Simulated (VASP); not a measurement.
# TlRh4 (Pm-3m) in VASP: further runs

TlRh4 is run at these levels: PBE; tasks: single point, relaxation of cell and atoms.

All numbers are computed with VASP 6.6.1; they aren't measurements. Logs are shortened: lines on timing, memory, paths and dates and some standing lists are left out, and cuts for length are marked.

### Step 1. The cell of the first run

Symmetry: Pm-3m, No. 221, cubic system. The conventional cell has a = 4.432 Å, b = 4.432 Å, c = 4.432 Å, α = 90.00°, β = 90.00°, γ = 90.00°. Tl (site symmetry m-3m) has 6 Rh at 2.22 Å within 2.9 Å. Rh (site symmetry 4/mmm) has 2 Tl at 2.22 Å within 2.9 Å. Within 4.1 Å of Rh (site symmetry m-3m) lie 12 Rh at 3.13 Å and 8 Tl at 3.84 Å.

The cell was built from a structure type or drawn by symmetry, and may not be a known phase.

### Step 2. Single point, PBE

Input file INCAR:

```
PREC = Accurate ; ENCUT = 520
EDIFF = 1E-6 ; ISMEAR = 0
SIGMA = 0.1 ; LREAL = F
LASPH = T ; NELM = 60
ALGO = Normal ; ISIF = 2
LWAVE = F ; LCHARG = T
GGA = PE ; LELF = T
LVHAR = T ; NBANDS = 44
```

Input file KPOINTS:

```
regular mesh
0
Gamma
  4 4 4
```

Input file POSCAR:

```
TlRh4
1.0
    4.4319133600      0.0000000000      0.0000000000
    0.0000000000      4.4319133600      0.0000000000
    0.0000000000      0.0000000000      4.4319133600
Tl Rh
1 4
Direct
    0.0000000000      0.0000000000      0.0000000000
    0.5000000000      0.0000000000      0.0000000000
    0.0000000000      0.5000000000      0.0000000000
    0.0000000000      0.0000000000      0.5000000000
    0.5000000000      0.5000000000      0.5000000000
```

Potentials or basis: VASP PAW PBE potentials, release 64 (Tl_d, Rh_pv).

Launch:

```console
> cat potpaw_PBE.64/Tl_d/POTCAR potpaw_PBE.64/Rh_pv/POTCAR > POTCAR
> mpirun -np 1 vasp_std > vasp.out
```

OUTCAR:

```text
PREC = Accurate
   ENCUT = 520
   EDIFF = 1E-6
   ISMEAR = 0
   LREAL = F
   LASPH = T
   NELM = 60
   ISIF = 2
   GGA = PE

 ion  position               nearest neighbor table
   1  0.000  0.000  0.000-   2 2.22   3 2.22   4 2.22   4 2.22   3 2.22   2 2.22
   2  0.500  0.000  0.000-   1 2.22   1 2.22   4 3.13   5 3.13   4 3.13   5 3.13   3 3.13   5 3.13
                             5 3.13   3 3.13   3 3.13   4 3.13   4 3.13   3 3.13
   3  0.000  0.500  0.000-   1 2.22   1 2.22   4 3.13   5 3.13   4 3.13   5 3.13   2 3.13   2 3.13
                             4 3.13   4 3.13   2 3.13   5 3.13   5 3.13   2 3.13
   4  0.000  0.000  0.500-   1 2.22   1 2.22   3 3.13   5 3.13   2 3.13   2 3.13   3 3.13   3 3.13
                             5 3.13   3 3.13   2 3.13   5 3.13   2 3.13   5 3.13
   5  0.500  0.500  0.500-   2 3.13   3 3.13   4 3.13   2 3.13   3 3.13   2 3.13   4 3.13   2 3.13
                             3 3.13   4 3.13   3 3.13   4 3.13

  LATTYP: Found a simple cubic cell.
 ALAT       =     4.4319133600

  Lattice vectors:

 A1 = (   4.4319133600,   0.0000000000,   0.0000000000)
 A2 = (   0.0000000000,   4.4319133600,   0.0000000000)
 A3 = (   0.0000000000,   0.0000000000,   4.4319133600)

Analysis of symmetry for initial positions (statically):
=====================================================================
 Subroutine PRICEL returns:
 Original cell was already a primitive cell.

 Routine SETGRP: Setting up the symmetry group for a
 simple cubic supercell.

 Subroutine GETGRP returns: Found 48 space group operations
 (whereof 48 operations were pure point group operations)
 out of a pool of 48 trial point group operations.

The static configuration has the point symmetry O_h .

Analysis of symmetry for dynamics (positions and initial velocities):
=====================================================================
 Subroutine PRICEL returns:
 Original cell was already a primitive cell.

 Routine SETGRP: Setting up the symmetry group for a
 simple cubic supercell.

 Subroutine GETGRP returns: Found 48 space group operations
 (whereof 48 operations were pure point group operations)
 out of a pool of 48 trial point group operations.

The dynamic configuration has the point symmetry O_h .

 Subroutine INISYM returns: Found 48 space group operations
 (whereof 48 operations are pure point group operations),
 and found     1 'primitive' translations

----------------------------------------------------------------------------------------

                                     Primitive cell

  volume of cell :      87.0510

  direct lattice vectors                    reciprocal lattice vectors
     4.431913360  0.000000000  0.000000000     0.225636180  0.000000000  0.000000000
     0.000000000  4.431913360  0.000000000     0.000000000  0.225636180  0.000000000
     0.000000000  0.000000000  4.431913360     0.000000000  0.000000000  0.225636180

  length of vectors
     4.431913360  4.431913360  4.431913360     0.225636180  0.225636180  0.225636180

  position of ions in fractional coordinates (direct lattice)
     0.000000000  0.000000000  0.000000000
     0.500000000  0.000000000  0.000000000
     0.000000000  0.500000000  0.000000000
     0.000000000  0.000000000  0.500000000
     0.500000000  0.500000000  0.500000000

  ion indices of the primitive-cell ions
   primitive index   ion index
                 1           1
                 2           2
                 3           3
                 4           4
                 5           5

----------------------------------------------------------------------------------------

 KPOINTS: regular mesh

Automatic generation of k-mesh.
 Grid dimensions read from file:
 generate k-points for:    4    4    4

 Generating k-lattice:

  Cartesian coordinates                     Fractional coordinates (reciprocal lattice)
     0.056409045  0.000000000  0.000000000     0.250000000  0.000000000  0.000000000
     0.000000000  0.056409045  0.000000000     0.000000000  0.250000000  0.000000000
     0.000000000  0.000000000  0.056409045     0.000000000  0.000000000  0.250000000

  Length of vectors
     0.056409045  0.056409045  0.056409045

  Shift w.r.t. Gamma in fractional coordinates (k-lattice)
     0.000000000  0.000000000  0.000000000

 Subroutine IBZKPT returns following result:
 ===========================================

 Found     10 irreducible k-points:

 Following reciprocal coordinates:
            Coordinates               Weight
  0.000000  0.000000  0.000000      1.000000
  0.250000  0.000000  0.000000      6.000000
  0.500000  0.000000  0.000000      3.000000
  0.250000  0.250000  0.000000     12.000000
  0.500000  0.250000  0.000000     12.000000
  0.500000  0.500000  0.000000      3.000000
  0.250000  0.250000  0.250000      8.000000
  0.500000  0.250000  0.250000     12.000000
  0.500000  0.500000  0.250000      6.000000
  0.500000  0.500000  0.500000      1.000000
   k-points           NKPTS =     10   k-points in BZ     NKDIM =     10   number of bands    NBANDS=     44
   number of dos      NEDOS =    301   number of ions     NIONS =      5
   total plane-waves  NPLWV =  46656
   dimension x,y,z NGX =    36 NGY =   36 NGZ =   36
   dimension x,y,z NGXF=    72 NGYF=   72 NGZF=   72
   ions per type =               1   4
   NGX,Y,Z   is equivalent  to a cutoff of  13.50, 13.50, 13.50 a.u.
   NGXF,Y,Z  is equivalent  to a cutoff of  27.01, 27.01, 27.01 a.u.
 SYSTEM =  unknown system
   PREC   = accura    normal or accurate (medium, high low for compatibility)
   ISTART =      0    job   : 0-new  1-cont  2-samecut
   ICHARG =      2    charge: 1-file 2-atom 10-const
   ISPIN  =      1    spin polarized calculation?
   LNONCOLLINEAR =      F non collinear calculations
   LSORBIT =      F    spin-orbit coupling
   LASPH  =      T    aspherical Exc in radial PAW
   ENCUT  =  520.0 eV  38.22 Ry    6.18 a.u.   8.24  8.24  8.24*2*pi/ulx,y,z
   NELM   =     60;   NELMIN=  2; NELMDL= -5     # of ELM steps
   EDIFF  = 0.1E-05   stopping-criterion for ELM
   LREAL  =      F    real-space projection
   EDIFFG = 0.1E-04   stopping-criterion for IOM
   NSW    =      0    number of steps for IOM
   IBRION =     -1    ionic relax: 0-MD 1-quasi-New 2-CG
   NFREE  =      0    steps in history (QN), initial steepest desc. (CG)
   ISIF   =      2    stress and relaxation
   ISYM   =      2    0-nonsym 1-usesym 2-fastsym
   POTIM  = 0.5000    time-step for ionic-motion
   TEBEG  =    0.0;   TEEND  =   0.0 temperature during run
   PSTRESS=    0.0 pullay stress
   NELECT =      73.0000    total number of electrons
   NUPDOWN=      -1.0000    fix difference up-down
   EMIN   =  10.00;   EMAX   =-10.00  energy-range for DOS
   EFERMI =   0.00;   METHOD = LEGACY
   ISMEAR =     0;   SIGMA  =   0.10  broadening in eV -4-tet -1-fermi 0-gaus
   EFERMI_NEDOS =   21; number of points for ismear=-14 and -15
   IALGO  =     38    algorithm
   IMIX   =      4    mixing-type and parameters
     AMIX     =   0.40;   BMIX     =  1.00
     AMIX_MAG =   1.60;   BMIX_MAG =  1.00
  volume/ion in A,a.u.               =      17.41       117.49
  Fermi-wavevector in a.u.,A,eV,Ry     =   1.543801  2.917360 32.427039  2.383320
  Thomas-Fermi vector in A             =   2.649412
   LORBIT       =      0    0 simple, 1 ext, 2 COOP (PROOUT), +10 PAW based schemes
   GGA     = PE    functional components
   LHFCALC =     F    Hartree Fock is set to
   AEXX    =    0.0000 exact exchange contribution
   IVDW    =     0    specifies the selected vdW correction
   LEPSILON=     F    determine dielectric tensor
   LRPA    =     F    only Hartree local field effects (RPA)
 non-spin polarized calculation
 Gauss-broadening in eV      SIGMA  =   0.10
  energy-cutoff  :      520.00
  volume of cell :       87.05
 maximum number of plane-waves:      2360
 NGX is ok and might be reduce to    36
   NGX = 17   NGY = 17   NGZ = 17

 number of electron      73.0000005 magnetization

 Free energy of the ion-electron system (eV)
  ---------------------------------------------------
  ext. energy  EPLUGINS =         0.00000000
  ---------------------------------------------------
  free energy    TOTEN  =       -17.43576432 eV

  energy without entropy =      -17.38688838  energy(sigma->0) =      -17.41132635

 E-fermi :   8.6161     XC(G=0): -12.3759

 val. band max:        8.5995462066   @ k =   0.5000   0.5000   0.2500
 cond. band min:       8.6457318652   @ k =   0.5000   0.2500   0.2500
 fundamental gap:      0.0461856586
 Fermi energy:         8.6161346500

 k-point     1 :       0.0000    0.0000    0.0000
  band No.  band energies     occupation
      1     -37.5418      2.00000
      2     -37.5418      2.00000
      3     -37.5418      2.00000
      4     -36.9525      2.00000
      5     -36.9525      2.00000
      6     -36.9525      2.00000
[... 36 lines left out ...]
     43      16.6052      0.00000
     44      16.6052      0.00000

 k-point     2 :       0.2500    0.0000    0.0000
  band No.  band energies     occupation
      1     -37.5761      2.00000
      2     -37.5407      2.00000
      3     -37.5407      2.00000
      4     -36.9465      2.00000
      5     -36.9465      2.00000
      6     -36.9407      2.00000
[... 36 lines left out ...]
     43      16.4480      0.00000
     44      16.4481      0.00000

 k-point     3 :       0.5000    0.0000    0.0000
  band No.  band energies     occupation
      1     -37.6104      2.00000
      2     -37.5397      2.00000
      3     -37.5397      2.00000
      4     -36.9392      2.00000
      5     -36.9392      2.00000
      6     -36.9128      2.00000
[... 36 lines left out ...]
     43      15.3030      0.00000
     44      15.3030      0.00000

 k-point     4 :       0.2500    0.2500    0.0000
  band No.  band energies     occupation
      1     -37.5957      2.00000
      2     -37.5554      2.00000
      3     -37.5397      2.00000
      4     -36.9470      2.00000
      5     -36.9431      2.00000
      6     -36.9392      2.00000
[... 36 lines left out ...]
     43      16.0743      0.00000
     44      17.0609      0.00000

 k-point     5 :       0.5000    0.2500    0.0000
  band No.  band energies     occupation
      1     -37.6261      2.00000
      2     -37.5592      2.00000
      3     -37.5387      2.00000
      4     -36.9491      2.00000
      5     -36.9330      2.00000
      6     -36.9299      2.00000
[... 36 lines left out ...]
     43      16.2006      0.00000
     44      16.3413      0.00000

 k-point     6 :       0.5000    0.5000    0.0000
  band No.  band energies     occupation
      1     -37.6504      2.00000
      2     -37.5700      2.00000
      3     -37.5377      2.00000
      4     -36.9531      2.00000
      5     -36.9451      2.00000
      6     -36.9451      2.00000
[... 36 lines left out ...]
     43      17.3524      0.00000
     44      17.3524      0.00000

 k-point     7 :       0.2500    0.2500    0.2500
  band No.  band energies     occupation
      1     -37.6153      2.00000
      2     -37.5549      2.00000
      3     -37.5549      2.00000
      4     -36.9598      2.00000
      5     -36.9598      2.00000
      6     -36.9325      2.00000
[... 36 lines left out ...]
     43      14.6694      0.00000
     44      14.6694      0.00000

 k-point     8 :       0.5000    0.2500    0.2500
  band No.  band energies     occupation
      1     -37.6434      2.00000
      2     -37.5615      2.00000
      3     -37.5544      2.00000
      4     -36.9695      2.00000
      5     -36.9580      2.00000
      6     -36.9524      2.00000
[... 36 lines left out ...]
     43      13.1743      0.00000
     44      15.9075      0.00000

 k-point     9 :       0.5000    0.5000    0.2500
  band No.  band energies     occupation
      1     -37.6675      2.00000
      2     -37.5700      2.00000
      3     -37.5567      2.00000
      4     -36.9751      2.00000
      5     -36.9728      2.00000
      6     -36.9728      2.00000
[... 36 lines left out ...]
     43      14.2275      0.00000
     44      14.2275      0.00000

 k-point    10 :       0.5000    0.5000    0.5000
  band No.  band energies     occupation
      1     -37.6902      2.00000
      2     -37.5700      2.00000
      3     -37.5700      2.00000
      4     -36.9895      2.00000
      5     -36.9895      2.00000
      6     -36.9895      2.00000
[... 36 lines left out ...]
     43      12.4614      0.00000
     44      12.4614      0.00000

------------------------ aborting loop because EDIFF is reached ----------------------------------------

  FORCE on cell =-STRESS in cart. coord.  units (eV):
  Direction    XX          YY          ZZ          XY          YZ          ZX
  --------------------------------------------------------------------------------------
  -------------------------------------------------------------------------------------
  Total       27.7206674     27.7206674     27.7206674      0.0000000      0.0000000      0.0000000
  in kB      510.2000299    510.2000299    510.2000299      0.0000000      0.0000000      0.0000000
  external PRESSURE =     510.2000299 kB  Pullay stress =       0.0000000 kB

 VOLUME and BASIS-vectors are now :
 -----------------------------------------------------------------------------
  energy-cutoff  :      520.00
  volume of cell :       87.05
      direct lattice vectors                 reciprocal lattice vectors
     4.431913360  0.000000000  0.000000000     0.225636180  0.000000000  0.000000000
     0.000000000  4.431913360  0.000000000     0.000000000  0.225636180  0.000000000
     0.000000000  0.000000000  4.431913360     0.000000000  0.000000000  0.225636180

 POSITION                                       TOTAL-FORCE (eV/Angst)
 -----------------------------------------------------------------------------------
      0.00000      0.00000      0.00000         0.000000      0.000000      0.000000
      2.21596      0.00000      0.00000         0.000000      0.000000      0.000000
      0.00000      2.21596      0.00000         0.000000      0.000000      0.000000
      0.00000      0.00000      2.21596         0.000000      0.000000      0.000000
      2.21596      2.21596      2.21596         0.000000      0.000000      0.000000
 -----------------------------------------------------------------------------------
    total drift:                                0.000000      0.000000     -0.000000

  FREE ENERGIE OF THE ION-ELECTRON SYSTEM (eV)
  ---------------------------------------------------
  free  energy   TOTEN  =       -17.4357643184 eV

  energy  without entropy=      -17.3868883850  energy(sigma->0) =      -17.41132635
```

Wall time 22 s (1 thread of Intel Xeon 6975P-C (Granite Rapids), shared host); peak memory 0.22 GiB.

What came out:

| Quantity | Value |
| --- | --- |
| Free energy | -17.4358 eV |
| Pressure | 51.0 GPa |
| Band gap on the k mesh | zero (an odd number of electrons rules out a gap without spin polarisation) |

Levels at points of the mesh, in eV from the Fermi level:
| k point | band 32 | band 33 | band 34 | band 35 | band 36 | band 37 | band 38 | band 39 | band 40 | band 41 |
| --- | --- | --- | --- | --- | --- | --- | --- | --- | --- | --- |
| (0.00, 0.00, 0.00) | -0.23 | 0.25 | 0.48 | 0.48 | 0.48 | 0.68 | 0.68 | 0.68 | 0.96 | 0.96 |
| (0.50, 0.00, 0.00) | -0.85 | -0.85 | -0.68 | -0.61 | -0.26 | -0.13 | 0.46 | 0.69 | 4.15 | 4.15 |
| (0.50, 0.50, 0.00) | -1.58 | -0.93 | -0.81 | -0.55 | -0.54 | -0.54 | 0.93 | 0.93 | 1.22 | 1.76 |
| (0.50, 0.50, 0.50) | -0.45 | -0.45 | -0.12 | -0.12 | -0.12 | 0.27 | 0.27 | 1.25 | 1.25 | 1.25 |

Caveat: the cell stands under pressure; spin-orbit coupling is left out, which moves the levels of the heavy elements.

### Step 3. Single point, PBE

This run uses another cell than the first one, of 23.22 Å³/atom.

Input file INCAR:

```
PREC = Accurate ; ENCUT = 520
EDIFF = 1E-6 ; ISMEAR = 0
SIGMA = 0.1 ; LREAL = F
LASPH = T ; NELM = 80
ALGO = Fast ; ISIF = 2
LWAVE = F ; LCHARG = T
GGA = PE ; LELF = T
LVHAR = T ; NBANDS = 44
```

Input file KPOINTS:

```
Automatic mesh
0
Gamma
  4 4 4
```

POSCAR, as its differences from that of step 2:

```diff
@@ -2,5 +2,5 @@
 1.0
-    4.4319133600      0.0000000000      0.0000000000
-    0.0000000000      4.4319133600      0.0000000000
-    0.0000000000      0.0000000000      4.4319133600
+    4.8781842998      0.0000000000      0.0000000000
+    0.0000000000      4.8781842998      0.0000000000
+    0.0000000000      0.0000000000      4.8781842998
 Tl Rh
```

Potentials or basis: VASP PAW PBE potentials, release 64 (Tl_d, Rh_pv).

Launch:

```console
> cat potpaw_PBE.64/Tl_d/POTCAR potpaw_PBE.64/Rh_pv/POTCAR > POTCAR
> mpirun -np 1 vasp_std > vasp.out
```

It took 28 s on 1 thread of Intel Xeon 6975P-C (Granite Rapids), shared host; peak memory 0.22 GiB.

It converged, with:

| Item | Value |
| --- | --- |
| Free energy | -20.9153 eV |
| Pressure | 0.2 GPa |
| Band gap on the k mesh | zero (an odd number of electrons rules out a gap without spin polarisation) |

Levels at points of the mesh, in eV from the Fermi level:
```tsv
k point	band 34	band 35	band 36	band 37	band 38	band 39
(0.00, 0.00, 0.00)	0.28	0.28	0.28	0.30	0.30	0.80
(0.50, 0.00, 0.00)	-0.38	-0.36	-0.14	-0.08	0.14	0.28
(0.50, 0.50, 0.00)	-0.49	-0.38	-0.38	-0.33	0.68	0.72
(0.50, 0.50, 0.50)	-0.06	-0.06	-0.06	0.16	0.16	1.63
```

Caveat: spin-orbit coupling is left out, which moves the levels of the heavy elements.

(Continued in part 2 of 2.)
